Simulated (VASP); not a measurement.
**HPt: relaxation of cell and atoms with PBE**

The system is HPt.

```
CELL_PARAMETERS angstrom
2.91373 0.00000 0.00000
-1.45687 2.52337 0.00000
0.00000 0.00000 5.03423
ATOMIC_POSITIONS crystal
Pt 0.66667 0.33333 0.75000
Pt 0.33333 0.66667 0.25000
H 0.00000 0.00000 0.00000
H 0.00000 0.00000 0.50000
```

```
Program                : VASP 6.6.1
Task                   : relaxation of cell and atoms
Functional             : PBE
Potentials or basis    : VASP PAW PBE potentials, release 64 (Pt, H)
Cutoff                 : 600 eV
k mesh                 : 12 × 12 × 8
Occupations            : gaussian, width 0.1 eV
Spin                   : no spin polarisation
Dipole correction      : no
Further INCAR settings : ALGO = Normal; EDIFF = 1e-06; IBRION = 2; EDIFFG = -0.025; NSW = 90; ISIF = 3
```

```
Relaxed volume                        : 9.23 Å³/atom
Relaxed cell                          : a = 2.907 Å, b = 2.907 Å, c = 5.043 Å, α = 90.00°, β = 90.00°, γ = 120.00°
Space group after relaxing (to 0.1 Å) : P6_3/mmc (No. 194)
Energy gained by relaxing             : 0.1 meV/atom
Ionic steps                           : 4
Pressure after relaxing               : 0.1 GPa
Band gap on the k mesh                : zero (bands 11 and 12 overlap by 4.57 eV)
```

Stress tensor (GPa, compression positive):
```
-0.01  0.00  0.00
 0.00 -0.01  0.00
 0.00  0.00  0.36
```

Step by step:
```tsv
step	energy change (eV)	largest force (eV/Å)	pressure (GPa)	volume (Å³)
1	0.0000	0.0000	-0.53	37.01
2	-0.0003	0.0000	0.53	36.85
3	-0.0003	0.0000	0.20	36.89
4	-0.0005	0.0000	0.11	36.91
```

Final structure:
```cif
data_structure
_symmetry_space_group_name_H-M 'P 1'
_symmetry_Int_Tables_number 1
_cell_length_a 2.9072
_cell_length_b 2.9072
_cell_length_c 5.0428
_cell_angle_alpha 90.000
_cell_angle_beta 90.000
_cell_angle_gamma 120.000
_cell_volume 36.91
loop_
_atom_site_label
_atom_site_type_symbol
_atom_site_fract_x
_atom_site_fract_y
_atom_site_fract_z
_atom_site_occupancy
Pt1 Pt 0.66667 0.33333 0.75000 1
Pt2 Pt 0.33333 0.66667 0.25000 1
H1 H 0.00000 0.00000 0.00000 1
H2 H 0.00000 0.00000 0.50000 1
```

Levels at points of the mesh, in eV from the Fermi level:
```
           k point  band 9  band 10  band 11  band 12  band 13  band 14
(0.00, 0.00, 0.00)   -2.34    -2.34    -1.16    -1.16     2.47     6.69
(0.50, 0.00, 0.00)   -0.52    -0.34     0.26     1.87     3.39     4.78
(0.00, 0.00, 0.50)   -1.52    -1.52    -1.52    -1.52     5.20     5.20
(0.50, 0.00, 0.50)   -0.43    -0.43    -0.40    -0.40     3.81     3.81
```

Run time: 59 s on 1 thread of AMD EPYC 9R45 (Zen 5), with other jobs on the host, peak memory 0.18 GiB.

Caveat: spin-orbit coupling is left out, which moves the levels of the heavy elements.
